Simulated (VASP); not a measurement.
# Ir: single point with LDA

Ir:

```
Ir
1.0
     2.75138    0.00000    0.00000
    -1.37569    2.38276    0.00000
     0.00000    0.00000    4.46229
Ir
2
Cartesian
  1.3757 0.7943 3.3467
  0.0000 1.5885 1.1156
```

```json
{
 "Program": "VASP 6.6.1",
 "Task": "single point",
 "Functional": "LDA",
 "Potentials or basis": "VASP PAW LDA potentials, release 64 (Ir)",
 "Cutoff": "520 eV",
 "k mesh": "14 × 14 × 8",
 "Occupations": "methfessel-paxton, width 0.15 eV",
 "Spin": "no spin polarisation"
}
```

```yaml
Pressure: -15.9 GPa
Band_gap_on_the_k_mesh: zero (band 9 reaches 10.76 eV, above the bottom of band 10 at 7.60 eV)
```

Stress tensor (GPa, compression positive):
```
-15.77   0.00   0.00
  0.00 -15.77   0.00
  0.00   0.00 -16.25
```

Levels at points of the mesh, in eV from the Fermi level:
| k point | band 5 | band 6 | band 7 | band 8 | band 9 | band 10 | band 11 | band 12 | band 13 | band 14 |
| --- | --- | --- | --- | --- | --- | --- | --- | --- | --- | --- |
| (0.00, 0.00, 0.00) | -3.67 | -3.04 | -3.04 | -2.28 | -2.28 | -0.69 | 0.26 | 0.26 | 6.78 | 14.33 |
| (0.50, 0.00, 0.00) | -3.41 | -3.29 | -2.86 | 0.68 | 0.92 | 1.07 | 2.86 | 4.27 | 8.06 | 10.08 |
| (0.00, 0.00, 0.50) | -3.79 | -3.79 | -3.79 | -3.79 | -0.46 | -0.46 | -0.46 | -0.46 | 13.61 | 13.61 |
| (0.50, 0.00, 0.50) | -2.04 | -2.04 | -0.89 | -0.89 | 0.91 | 0.91 | 1.99 | 1.99 | 7.39 | 7.39 |

Run time: 25 s on 1 thread of Intel(R) Xeon(R) Platinum 8488C (Sapphire Rapids), on a shared host, peak memory 0.16 GiB.

Caveat: spin-orbit coupling is left out, which moves the levels of the heavy elements.
